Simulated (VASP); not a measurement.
Here is a VASP 6.6.1 calculation.

INCAR

```
SYSTEM = Au
  PREC = Accurate
  ENCUT = 520
  EDIFF = 1E-7
  ISMEAR = 0
  SIGMA = 0.15
  LREAL = .FALSE.
  LASPH = .TRUE.
  NELM = 100
  ALGO = Fast
  ISIF = 2
  LWAVE = .FALSE.
  LCHARG = .TRUE.
  GGA = PS
  LELF = .TRUE.
  LVHAR = .TRUE.
  NBANDS = 18
```

File KPOINTS:

```
Automatic mesh
0
G
  18 18 10
  0 0 0
```

POSCAR

```
Au
1.0
    3.0449983310      0.0000000000      0.0000000000
   -1.5224991655      2.6370459091      0.0000000000
    0.0000000000      0.0000000000      4.7580000000
Au
2
Direct
    0.3333333333      0.6666666667      0.7500000000
    0.6666666667      0.3333333333      0.2500000000
```

Potentials or basis: VASP PAW PBE potentials, release 64 (Au).

The run is started by

```sh
$ cat potpaw_PBE.64/Au/POTCAR > POTCAR
$ mpirun -np 1 vasp_std > vasp.out
```

Task: Estimate the band gap on the k mesh.

Result: Zero (band 11 reaches 11.06 eV, above the bottom of band 12 at 5.06 eV).

Task: Predict the pressure.

Result: -13.9 GPa.

Stress tensor (GPa, compression positive):
```
-14.80   0.00   0.00
  0.00 -14.80   0.00
  0.00   0.00 -12.05
```

Caveat: the cell differs from its parent crystal (strain +0.050 along x and y, -0.025 along z); the PAW data sets were made with another functional, which shifts forces and pressure a little; spin-orbit coupling is left out, which moves the levels of the heavy elements.
